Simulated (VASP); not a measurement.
Runs of VASP 6.6.1 on Ta. The structure is that of space group P6_3/mmc (No. 194), or close to it. The cells are those of the table. This isn't the form of Ta at room conditions, which is bcc.

```tsv
task	level	cell	gap on the mesh (eV)	pressure (GPa)	relaxed volume (Å³/atom)
single point	PBEsol	a = 2.868, b = 2.868, c = 5.091 Å, angles 90.0, 90.0, 120.0°, 2 atoms	none	0.1	-
single point	BLYP+D3(BJ)	a = 2.855, b = 2.855, c = 5.084 Å, angles 90.0, 90.0, 120.0°, 2 atoms	none	1.1	-
relaxation of cell and atoms	PBEsol	relaxed from a = 2.900, b = 2.900, c = 5.166 Å, angles 90.0, 90.0, 120.0°, 2 atoms	none	0.1	18.13
relaxation of cell and atoms	PBEsol+D3(BJ)	relaxed from a = 2.900, b = 2.900, c = 5.166 Å, angles 90.0, 90.0, 120.0°, 2 atoms	none	0.0	(b)
relaxation of cell and atoms	BLYP+D3(BJ)	relaxed from a = 2.900, b = 2.900, c = 5.166 Å, angles 90.0, 90.0, 120.0°, 2 atoms	none	-0.1	18.05
single point	PBEsol+D3(BJ)	a = 2.839, b = 2.839, c = 5.030 Å, angles 90.0, 90.0, 120.0°, 2 atoms	none	(a)	-
```

Alike in all rows: potentials or basis VASP PAW PBE potentials, release 64 (Ta_pv); no spin polarisation; k mesh 13 × 13 × 7; cutoff (eV) 500; smearing fermi-dirac 0.1 eV.

**Question.** Estimate the missing entries.

**Answer.** (a) 0.2; (b) 17.57.

Caveats: the PAW data sets were made with another functional, which shifts forces and pressure a little; spin-orbit coupling is left out, which moves the levels of the heavy elements.

A k mesh can miss the band edges, and the runs leave out spin-orbit coupling on Ta.

A gap of «none» marks levels without a gap at the run's occupations.
